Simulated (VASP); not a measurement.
KBeCl3: single point with PBE

The system is KBeCl3.

```
K Be Cl
1.0
     6.62620    0.00000    0.00000
     0.00000    6.62620    0.00000
     0.00000    0.00000    4.68420
K Be Cl
2 2 6
Cartesian
  0.0000 3.3131 2.3421
  3.3131 0.0000 2.3421
  3.3131 3.3131 0.0000
  0.0000 0.0000 0.0000
  4.9887 1.6756 0.0000
  4.9506 4.9887 0.0000
  3.3131 3.3131 2.3421
  1.6375 4.9506 0.0000
  1.6756 1.6375 0.0000
  0.0000 0.0000 2.3421
```

| Item | Value |
| --- | --- |
| Program | VASP 6.6.1 |
| Task | single point |
| Functional | PBE |
| Potentials or basis | VASP PAW PBE potentials, release 64 (K_sv, Be, Cl) |
| Cutoff | 520 eV |
| k mesh | 4 × 4 × 6 |
| Occupations | gaussian, width 0.02 eV |
| Spin | no spin polarisation |
| Dipole correction | no |
| Further INCAR settings | ALGO = Normal; EDIFF = 1e-07; NBANDS = 43 |

The pressure is -0.1 GPa and the band gap on the k mesh is 2.45 eV.

Levels at points of the mesh, in eV from the valence-band top:
```csv
k point,band 30,band 31,band 32,band 33,band 34,band 35
"(0.00, 0.00, 0.00)",-0.57,-0.57,-0.04,2.45,5.80,5.80
"(0.50, 0.00, 0.00)",-0.95,-0.47,-0.47,3.90,3.90,7.48
"(0.50, 0.50, 0.00)",-0.82,-0.82,-0.82,5.17,5.17,6.19
"(0.00, 0.00, 0.50)",0.00,0.00,0.00,5.10,5.10,5.10
"(0.50, 0.00, 0.50)",-0.51,-0.38,-0.38,5.29,5.29,5.80
"(0.50, 0.50, 0.50)",-0.99,-0.03,-0.03,5.80,5.80,5.80
```

Run time: 88 s on 1 thread of AMD EPYC 9R45 96-Core Processor (Zen 5) (shared host), peak memory 0.35 GiB.

A k mesh can miss the band edges.
